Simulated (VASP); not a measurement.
# TiC (I4/mmm) in VASP: further runs

The runs below take TiC through single point, with PBEsol.

Program: VASP 6.6.1. These are calculated values, not measurements. Logs are shortened: lines on timing, memory, paths and dates and some standing lists are left out, and cuts for length are marked.

### Step 1. The cell of the first run

The structure is tetragonal, space group I4/mmm (No. 139). Conventional cell: a = 3.060 Å, b = 3.060 Å, c = 4.458 Å, α = 90.00°, β = 90.00°, γ = 90.00°. Within 2.9 Å of Ti (site symmetry 4/mmm) lie 6 C at 2.16 to 2.23 Å. C (site symmetry 4/mmm) has 6 Ti at 2.16 to 2.23 Å within 2.9 Å.

### Step 2. Single point, PBEsol (strain +0.000 along x and y, +0.030 along z)

The input, INCAR:

```
SYSTEM = TiC
PREC = Accurate
ENCUT = 520
EDIFF = 1E-6
ISMEAR = 0
SIGMA = 0.15
LREAL = .False.
LASPH = .True.
NELM = 80
ALGO = Normal
ISIF = 2
LWAVE = .False.
LCHARG = .False.
GGA = PS
NBANDS = 15
```

The input, KPOINTS:

```
regular mesh
0
Gamma
  18 18 18
  0 0 0
```

The input, POSCAR:

```
TiC
1.0
    0.0000000000      2.1640000000      2.2289200000
    2.1640000000      0.0000000000      2.2289200000
    2.1640000000      2.1640000000      0.0000000000
Ti C
1 1
Direct
    0.0000000000      0.0000000000      0.0000000000
    0.5000000000      0.5000000000      0.5000000000
```

Potentials or basis: VASP PAW PBE potentials, release 64 (Ti_sv, C).

Started as:

```console
$ cat potpaw_PBE.64/Ti_sv/POTCAR potpaw_PBE.64/C/POTCAR > POTCAR
$ mpirun -np 1 vasp_std > vasp.out
```

OUTCAR:

```text
SYSTEM = TiC
   PREC = Accurate
   ENCUT = 520
   EDIFF = 1E-6
   ISMEAR = 0
   LREAL = .False.
   LASPH = .True.
   NELM = 80
   ISIF = 2
   GGA = PS

 ion  position               nearest neighbor table
   1  0.000  0.000  0.000-   2 2.16   2 2.16   2 2.16   2 2.16   2 2.23   2 2.23
   2  0.500  0.500  0.500-   1 2.16   1 2.16   1 2.16   1 2.16   1 2.23   1 2.23

  LATTYP: Found a body centered tetragonal cell.
 ALAT       =     3.0603581490
 C/A-ratio  =     1.4566399692

  Lattice vectors:

 A1 = (  -2.1640000000,   0.0000000000,   2.2289200000)
 A2 = (   2.1640000000,   0.0000000000,   2.2289200000)
 A3 = (   0.0000000000,   2.1640000000,  -2.2289200000)

Analysis of symmetry for initial positions (statically):
=====================================================================
 Subroutine PRICEL returns:
 Original cell was already a primitive cell.

 Routine SETGRP: Setting up the symmetry group for a
 body centered tetragonal supercell.

 Subroutine GETGRP returns: Found 16 space group operations
 (whereof 16 operations were pure point group operations)
 out of a pool of 16 trial point group operations.

The static configuration has the point symmetry D_4h.

Analysis of symmetry for dynamics (positions and initial velocities):
=====================================================================
 Subroutine PRICEL returns:
 Original cell was already a primitive cell.

 Routine SETGRP: Setting up the symmetry group for a
 body centered tetragonal supercell.

 Subroutine GETGRP returns: Found 16 space group operations
 (whereof 16 operations were pure point group operations)
 out of a pool of 16 trial point group operations.

The dynamic configuration has the point symmetry D_4h.

 Subroutine INISYM returns: Found 16 space group operations
 (whereof 16 operations are pure point group operations),
 and found     1 'primitive' translations

----------------------------------------------------------------------------------------

                                     Primitive cell

  volume of cell :      20.8756

  direct lattice vectors                    reciprocal lattice vectors
     0.000000000  2.164000000  2.228920000    -0.231053604  0.231053604  0.224323888
     2.164000000  0.000000000  2.228920000     0.231053604 -0.231053604  0.224323888
     2.164000000  2.164000000  0.000000000     0.231053604  0.231053604 -0.224323888

  length of vectors
     3.106602705  3.106602705  3.060358149     0.396349269  0.396349269  0.396349269

  position of ions in fractional coordinates (direct lattice)
     0.000000000  0.000000000  0.000000000
     0.500000000  0.500000000  0.500000000

  ion indices of the primitive-cell ions
   primitive index   ion index
[... 88 lines left out ...]
   EFERMI =   0.00;   METHOD = LEGACY
   ISMEAR =     0;   SIGMA  =   0.15  broadening in eV -4-tet -1-fermi 0-gaus
   EFERMI_NEDOS =   21; number of points for ismear=-14 and -15
   IALGO  =     38    algorithm
   IMIX   =      4    mixing-type and parameters
     AMIX     =   0.40;   BMIX     =  1.00
     AMIX_MAG =   1.60;   BMIX_MAG =  1.00
  volume/ion in A,a.u.               =      10.44        70.44
  Fermi-wavevector in a.u.,A,eV,Ry     =   1.498196  2.831179 30.539499  2.244590
  Thomas-Fermi vector in A             =   2.609986
   LORBIT       =      0    0 simple, 1 ext, 2 COOP (PROOUT), +10 PAW based schemes
   GGA     = PS    functional components
   LHFCALC =     F    Hartree Fock is set to
   AEXX    =    0.0000 exact exchange contribution
   IVDW    =     0    specifies the selected vdW correction
   LEPSILON=     F    determine dielectric tensor
   LRPA    =     F    only Hartree local field effects (RPA)
 non-spin polarized calculation
 Gauss-broadening in eV      SIGMA  =   0.15
  energy-cutoff  :      520.00
  volume of cell :       20.88
 maximum number of plane-waves:       580
   NGX = 11   NGY = 11   NGZ = 11

 number of electron      15.9999999 magnetization

 Free energy of the ion-electron system (eV)
  ---------------------------------------------------
  ext. energy  EPLUGINS =         0.00000000
  ---------------------------------------------------
  free energy    TOTEN  =       -19.74797542 eV

  energy without entropy =      -19.74443398  energy(sigma->0) =      -19.74620470

 E-fermi :   8.9864     XC(G=0): -12.7181

 val. band max:        8.9797000567   @ k =   0.5000   0.0000   0.4444
 cond. band min:       9.0055555394   @ k =   0.3889   0.0556   0.3333
 fundamental gap:      0.0258554827
 Fermi energy:         8.9863881292

 k-point     1 :       0.0000    0.0000    0.0000
  band No.  band energies     occupation
      1     -47.4193      2.00000
      2     -23.5906      2.00000
      3     -23.5442      2.00000
      4     -23.5442      2.00000
      5      -3.2551      2.00000
      6       9.5027      0.00000
      7       9.7134      0.00000
      8       9.7134      0.00000
      9      10.5271      0.00000
     10      10.5900      0.00000
     11      10.6884      0.00000
     12      10.6884      0.00000
     13      10.7634      0.00000
     14      19.0876      0.00000
[... 401 lines left out ...]
      2     -23.7815      2.00000
      3     -23.6201      2.00000
      4     -23.5543      2.00000
      5      -1.9964      2.00000
      6       6.3726      2.00000
      7       7.2948      2.00000
      8       7.4268      2.00000
      9      10.4840      0.00000
     10      10.8305      0.00000
     11      11.8340      0.00000
     12      13.8595      0.00000
     13      15.2173      0.00000
     14      19.9743      0.00000
     15      22.8307      0.00000

 [... further k-points ...]

------------------------ aborting loop because EDIFF is reached ----------------------------------------

  FORCE on cell =-STRESS in cart. coord.  units (eV):
  Direction    XX          YY          ZZ          XY          YZ          ZX
  --------------------------------------------------------------------------------------
  -------------------------------------------------------------------------------------
  Total       -1.1948214     -1.1948214     -2.4250795      0.0000000      0.0000000     -0.0000000
  in kB      -91.7011076    -91.7011076   -186.1219406      0.0000000      0.0000000     -0.0000000
  external PRESSURE =    -123.1747186 kB  Pullay stress =       0.0000000 kB

 VOLUME and BASIS-vectors are now :
 -----------------------------------------------------------------------------
  energy-cutoff  :      520.00
  volume of cell :       20.88
      direct lattice vectors                 reciprocal lattice vectors
     0.000000000  2.164000000  2.228920000    -0.231053604  0.231053604  0.224323888
     2.164000000  0.000000000  2.228920000     0.231053604 -0.231053604  0.224323888
     2.164000000  2.164000000  0.000000000     0.231053604  0.231053604 -0.224323888

 POSITION                                       TOTAL-FORCE (eV/Angst)
 -----------------------------------------------------------------------------------
      0.00000      0.00000      0.00000        -0.000000     -0.000000      0.000000
      2.16400      2.16400      2.22892         0.000000      0.000000     -0.000000
 -----------------------------------------------------------------------------------
    total drift:                                0.000000     -0.000000     -0.000000

  FREE ENERGIE OF THE ION-ELECTRON SYSTEM (eV)
  ---------------------------------------------------
  free  energy   TOTEN  =       -19.7479754211 eV

  energy  without entropy=      -19.7444339779  energy(sigma->0) =      -19.74620470
```

OSZICAR:

```text
N       E                     dE             d eps       ncg     rms          rms(c)
DAV:   1     0.116376119490E+03    0.11638E+03   -0.79818E+03 14429   0.127E+03
DAV:   2    -0.176205195645E+02   -0.13400E+03   -0.12554E+03 15394   0.332E+02
DAV:   3    -0.249889731885E+02   -0.73685E+01   -0.72496E+01 18820   0.770E+01
DAV:   4    -0.252377695412E+02   -0.24880E+00   -0.24855E+00 18087   0.128E+01
DAV:   5    -0.252434886781E+02   -0.57191E-02   -0.57177E-02 18722   0.175E+00    0.179E+01
DAV:   6    -0.204121604238E+02    0.48313E+01   -0.11460E+01 20485   0.557E+01    0.688E+00
DAV:   7    -0.198035877217E+02    0.60857E+00   -0.21112E+00 17032   0.204E+01    0.478E+00
DAV:   8    -0.197753310245E+02    0.28257E-01   -0.10907E-01 16458   0.330E+00    0.348E+00
DAV:   9    -0.197525014328E+02    0.22830E-01   -0.11790E-01 18785   0.480E+00    0.781E-01
DAV:  10    -0.197512743668E+02    0.12271E-02   -0.13207E-02 18941   0.139E+00    0.717E-01
DAV:  11    -0.197483028088E+02    0.29716E-02   -0.39217E-03 16507   0.893E-01    0.257E-01
DAV:  12    -0.197480025575E+02    0.30025E-03   -0.58918E-04 19875   0.370E-01    0.548E-02
DAV:  13    -0.197479747664E+02    0.27791E-04   -0.79424E-05 17800   0.107E-01    0.106E-02
DAV:  14    -0.197479754211E+02   -0.65465E-06   -0.49892E-06 15807   0.188E-02
   1 F= -.19747975E+02 E0= -.19746205E+02  d E =-.354144E-02
```

stdout:

```text
POSCAR found type information on POSCAR TiC
 POSCAR found :  2 types and       2 ions
 scaLAPACK will be used
 -----------------------------------------------------------------------------
|                                                                             |
|                                                                             |
|     You enforced a specific xc type in the INCAR file but a different       |
|     I HOPE YOU KNOW WHAT YOU ARE DOING!                                     |
|                                                                             |
 -----------------------------------------------------------------------------

 LDA part: xc-table for (Slater+PW92), standard interpolation
 POSCAR, INCAR and KPOINTS ok, starting setup
 FFT: planning ... GRIDC
 FFT: planning ... GRID_SOFT
 FFT: planning ... GRID
 WAVECAR not read
 entering main loop
```

Run time: 88 s. Hardware: 1 thread of AMD EPYC 9R45 (Zen 5), shared host; peak memory 0.24 GiB.

What came out:

```yaml
Free_energy: -19.7480 eV
Pressure: -12.3 GPa
Band_gap_on_the_k_mesh: zero (band 8 reaches 9.71 eV, above the bottom of band 9 at 8.49 eV)
```

Caveat: the cell differs from its parent crystal (strain +0.000 along x and y, +0.030 along z); the PAW data sets were made with another functional, which shifts forces and pressure a little.

### Step 3. Single point, PBEsol (strain +0.015 along x and y, +0.000 along z)

The input, INCAR:

```
PREC = Accurate
ENCUT = 520
EDIFF = 1E-6
ISMEAR = 0
SIGMA = 0.15
LREAL = False
LASPH = True
NELM = 60
ALGO = Normal
ISIF = 2
LWAVE = False
LCHARG = False
GGA = PS
NBANDS = 15
```

The input, KPOINTS:

```
Automatic mesh
0
Gamma
  18 18 18
```

The input, POSCAR:

```
TiC
1.0
    0.0000000000      2.1964600000      2.1640000000
    2.1964600000      0.0000000000      2.1640000000
    2.1964600000      2.1964600000      0.0000000000
Ti C
1 1
Direct
    0.0000000000      0.0000000000      0.0000000000
    0.5000000000      0.5000000000      0.5000000000
```

Potentials or basis: VASP PAW PBE potentials, release 64 (Ti_sv, C).

Started as:

```console
$ cat potpaw_PBE.64/Ti_sv/POTCAR potpaw_PBE.64/C/POTCAR > POTCAR
$ mpirun -np 1 vasp_std > vasp.out
```

OUTCAR:

```text
PREC = Accurate
   ENCUT = 520
   EDIFF = 1E-6
   ISMEAR = 0
   LREAL = False
   LASPH = True
   NELM = 60
   ISIF = 2
   GGA = PS

 ion  position               nearest neighbor table
   1  0.000  0.000  0.000-   2 2.16   2 2.16   2 2.20   2 2.20   2 2.20   2 2.20
   2  0.500  0.500  0.500-   1 2.16   1 2.16   1 2.20   1 2.20   1 2.20   1 2.20

  LATTYP: Found a body centered tetragonal cell.
 ALAT       =     3.1062635212
 C/A-ratio  =     1.3933138546

  Lattice vectors:

 A1 = (   0.0000000000,  -2.1964600000,  -2.1640000000)
 A2 = (   0.0000000000,   2.1964600000,  -2.1640000000)
 A3 = (   2.1964600000,   0.0000000000,   2.1640000000)

Analysis of symmetry for initial positions (statically):
=====================================================================
 Subroutine PRICEL returns:
 Original cell was already a primitive cell.

 Routine SETGRP: Setting up the symmetry group for a
 body centered tetragonal supercell.

 Subroutine GETGRP returns: Found 16 space group operations
 (whereof 16 operations were pure point group operations)
 out of a pool of 16 trial point group operations.

The static configuration has the point symmetry D_4h.

Analysis of symmetry for dynamics (positions and initial velocities):
=====================================================================
 Subroutine PRICEL returns:
 Original cell was already a primitive cell.

 Routine SETGRP: Setting up the symmetry group for a
 body centered tetragonal supercell.

 Subroutine GETGRP returns: Found 16 space group operations
 (whereof 16 operations were pure point group operations)
 out of a pool of 16 trial point group operations.

The dynamic configuration has the point symmetry D_4h.

 Subroutine INISYM returns: Found 16 space group operations
 (whereof 16 operations are pure point group operations),
 and found     1 'primitive' translations

----------------------------------------------------------------------------------------

                                     Primitive cell
[... 121 lines left out ...]
   LRPA    =     F    only Hartree local field effects (RPA)
 non-spin polarized calculation
 Gauss-broadening in eV      SIGMA  =   0.15
  energy-cutoff  :      520.00
  volume of cell :       20.88
 maximum number of plane-waves:       580
   NGX = 11   NGY = 11   NGZ = 11

 number of electron      15.9999997 magnetization

 Free energy of the ion-electron system (eV)
  ---------------------------------------------------
  ext. energy  EPLUGINS =         0.00000000
  ---------------------------------------------------
  free energy    TOTEN  =       -19.75664202 eV

  energy without entropy =      -19.75309615  energy(sigma->0) =      -19.75486909

 E-fermi :   8.9827     XC(G=0): -12.7182

 val. band max:        8.9821340627   @ k =   0.1111   0.1111   0.0000
 cond. band min:       8.9900969056   @ k =   0.2778  -0.0000   0.2222
 fundamental gap:      0.0079628429
 Fermi energy:         8.9827195108

 k-point     1 :       0.0000    0.0000    0.0000
  band No.  band energies     occupation
      1     -47.4252      2.00000
      2     -23.5723      2.00000
      3     -23.5723      2.00000
      4     -23.5511      2.00000
      5      -3.2562      2.00000
      6       9.6029      0.00000
      7       9.6029      0.00000
      8       9.7074      0.00000
      9      10.5972      0.00000
     10      10.6358      0.00000
     11      10.6358      0.00000
     12      10.6864      0.00000
     13      10.7004      0.00000
     14      19.0656      0.00000
[... 401 lines left out ...]
      2     -23.7861      2.00000
      3     -23.5914      2.00000
      4     -23.5904      2.00000
      5      -2.0332      2.00000
      6       6.3916      2.00000
      7       7.2799      2.00000
      8       7.5491      2.00000
      9      10.4287      0.00000
     10      10.8516      0.00000
     11      11.7821      0.00000
     12      14.0843      0.00000
     13      14.9363      0.00000
     14      19.9139      0.00000
     15      22.9288      0.00000

 [... further k-points ...]

------------------------ aborting loop because EDIFF is reached ----------------------------------------

  FORCE on cell =-STRESS in cart. coord.  units (eV):
  Direction    XX          YY          ZZ          XY          YZ          ZX
  --------------------------------------------------------------------------------------
  -------------------------------------------------------------------------------------
  Total       -1.8742008     -1.8742008     -1.2040092      0.0000000      0.0000000     -0.0000000
  in kB     -143.8112505   -143.8112505    -92.3860779      0.0000000      0.0000000     -0.0000000
  external PRESSURE =    -126.6695263 kB  Pullay stress =       0.0000000 kB

 VOLUME and BASIS-vectors are now :
 -----------------------------------------------------------------------------
  energy-cutoff  :      520.00
  volume of cell :       20.88
      direct lattice vectors                 reciprocal lattice vectors
     0.000000000  2.196460000  2.164000000    -0.227639019  0.227639019  0.231053604
     2.196460000  0.000000000  2.164000000     0.227639019 -0.227639019  0.231053604
     2.196460000  2.196460000  0.000000000     0.227639019  0.227639019 -0.231053604

 POSITION                                       TOTAL-FORCE (eV/Angst)
 -----------------------------------------------------------------------------------
      0.00000      0.00000      0.00000         0.000000     -0.000000      0.000000
      2.19646      2.19646      2.16400        -0.000000      0.000000     -0.000000
 -----------------------------------------------------------------------------------
    total drift:                                0.000000     -0.000000     -0.000000

  FREE ENERGIE OF THE ION-ELECTRON SYSTEM (eV)
  ---------------------------------------------------
  free  energy   TOTEN  =       -19.7566420222 eV

  energy  without entropy=      -19.7530961518  energy(sigma->0) =      -19.75486909
```

OSZICAR:

```text
N       E                     dE             d eps       ncg     rms          rms(c)
DAV:   1     0.115983156678E+03    0.11598E+03   -0.79683E+03 14429   0.127E+03
DAV:   2    -0.176733768659E+02   -0.13366E+03   -0.12525E+03 15555   0.332E+02
DAV:   3    -0.250085351688E+02   -0.73352E+01   -0.72148E+01 18671   0.765E+01
DAV:   4    -0.252483267029E+02   -0.23979E+00   -0.23957E+00 18272   0.127E+01
DAV:   5    -0.252538433361E+02   -0.55166E-02   -0.55158E-02 18708   0.170E+00    0.179E+01
DAV:   6    -0.204215560241E+02    0.48323E+01   -0.11446E+01 20549   0.557E+01    0.689E+00
DAV:   7    -0.198127924707E+02    0.60876E+00   -0.21087E+00 17043   0.204E+01    0.477E+00
DAV:   8    -0.197859093809E+02    0.26883E-01   -0.10725E-01 16479   0.323E+00    0.353E+00
DAV:   9    -0.197612550525E+02    0.24654E-01   -0.12043E-01 18589   0.491E+00    0.781E-01
DAV:  10    -0.197601903279E+02    0.10647E-02   -0.13700E-02 18859   0.137E+00    0.735E-01
DAV:  11    -0.197570672505E+02    0.31231E-02   -0.38791E-03 16479   0.894E-01    0.291E-01
DAV:  12    -0.197566737840E+02    0.39347E-03   -0.74025E-04 19418   0.430E-01    0.597E-02
DAV:  13    -0.197566411520E+02    0.32632E-04   -0.92975E-05 17825   0.120E-01    0.133E-02
DAV:  14    -0.197566420222E+02   -0.87021E-06   -0.65093E-06 16227   0.206E-02
   1 F= -.19756642E+02 E0= -.19754869E+02  d E =-.354587E-02
```

stdout:

```text
POSCAR found type information on POSCAR TiC
 POSCAR found :  2 types and       2 ions
 scaLAPACK will be used
 -----------------------------------------------------------------------------
|                                                                             |
|                                                                             |
|     You enforced a specific xc type in the INCAR file but a different       |
|     I HOPE YOU KNOW WHAT YOU ARE DOING!                                     |
|                                                                             |
 -----------------------------------------------------------------------------

 LDA part: xc-table for (Slater+PW92), standard interpolation
 POSCAR, INCAR and KPOINTS ok, starting setup
 FFT: planning ... GRIDC
 FFT: planning ... GRID_SOFT
 FFT: planning ... GRID
 WAVECAR not read
 entering main loop
```

Run time: 88 s. Hardware: 1 thread of AMD EPYC 9R45 (Zen 5), shared host; peak memory 0.23 GiB.

Results:

* Free energy: -19.7566 eV
* Pressure: -12.7 GPa
* Band gap on the k mesh: zero (band 8 reaches 9.71 eV, above the bottom of band 9 at 8.48 eV)

Levels at points of the mesh, in eV from the Fermi level:
| k point | band 5 | band 6 | band 7 | band 8 | band 9 | band 10 | band 11 | band 12 |
| --- | --- | --- | --- | --- | --- | --- | --- | --- |
| (0.00, 0.00, 0.00) | -12.24 | 0.62 | 0.62 | 0.72 | 1.61 | 1.65 | 1.65 | 1.70 |
| (0.50, 0.00, 0.00) | -8.84 | -5.75 | -2.82 | -2.80 | 2.78 | 2.85 | 3.96 | 7.85 |
| (0.50, 0.50, 0.00) | -9.93 | -3.31 | -1.61 | -0.12 | -0.12 | 2.64 | 3.40 | 3.40 |
| (0.50, 0.00, 0.50) | -9.96 | -3.47 | -1.58 | -0.01 | 0.00 | 2.63 | 3.34 | 3.43 |

Caveat: the cell differs from its parent crystal (strain +0.015 along x and y, +0.000 along z); the PAW data sets were made with another functional, which shifts forces and pressure a little.

[end of part 1 of 2]
